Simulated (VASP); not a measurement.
Wanted: the native input for a VASP 6.6.1 run.

```yaml
Task: single point
Functional: r2SCAN
Potentials_or_basis: VASP PAW PBE potentials, release 64 (Li_sv, Se)
Cutoff: 830 eV
k_mesh: 6 × 6 × 6
Occupations: gaussian, width 0.01 eV
Spin: no spin polarisation
Dipole_correction: no
Further_INCAR_settings: ALGO = Normal; EDIFF = 1e-06; NBANDS = 13
```

Crystal: Li2Se.

```
Li Se
1.0
     0.00000    2.99346    2.99346
     2.99346    0.00000    2.99346
     2.99346    2.99346    0.00000
Li Se
2 1
Direct
  0.25000 0.25000 0.25000
  0.75000 0.75000 0.75000
  0.00000 0.00000 0.00000
```

One way to write it, as run:

POSCAR

```
Li2Se
1.0
    0.0000000000      2.9934588658      2.9934588658
    2.9934588658      0.0000000000      2.9934588658
    2.9934588658      2.9934588658      0.0000000000
Li Se
2 1
Direct
    0.2500000000      0.2500000000      0.2500000000
    0.7500000000      0.7500000000      0.7500000000
    0.0000000000      0.0000000000      0.0000000000
```

INCAR.step1

```
SYSTEM = Li2Se
PREC = Accurate
ENCUT = 830
ISMEAR = 0
SIGMA = 0.01
LREAL = .False.
LASPH = .True.
NELM = 120
NBANDS = 13
GGA = PE
ALGO = Normal
EDIFF = 1E-5
LWAVE = .True.
LCHARG = .False.
GGA_COMPAT = .False.
```

INCAR.step2

```
SYSTEM = Li2Se
PREC = Accurate
ENCUT = 830
EDIFF = 1E-6
ISMEAR = 0
SIGMA = 0.01
LREAL = .False.
LASPH = .True.
NELM = 120
ALGO = Normal
ISIF = 2
LWAVE = .False.
LCHARG = .False.
METAGGA = R2SCAN
LMIXTAU = .True.
NBANDS = 13
ISTART = 1
GGA_COMPAT = .False.
```

KPOINTS

```
regular mesh
0
Gamma
  6 6 6
  0 0 0
```

Potentials or basis: VASP PAW PBE potentials, release 64 (Li_sv, Se).

Run with:

```bash
$ cat potpaw_PBE.64/Li_sv/POTCAR potpaw_PBE.64/Se/POTCAR > POTCAR
$ cp INCAR.step1 INCAR
$ mpirun -np 1 vasp_std > vasp.out
$ cp INCAR.step2 INCAR
$ mpirun -np 1 vasp_std > vasp.out
```

It gave:

```yaml
Pressure: -0.2 GPa
Band_gap_on_the_k_mesh: 3.46 eV (least direct gap 4.18 eV)
```

Caveat: the PAW data sets were made with another functional, which shifts forces and pressure a little.

It took 98 s on 1 thread of Intel Xeon 8259CL, with other jobs on the host, peak memory 0.26 GiB.
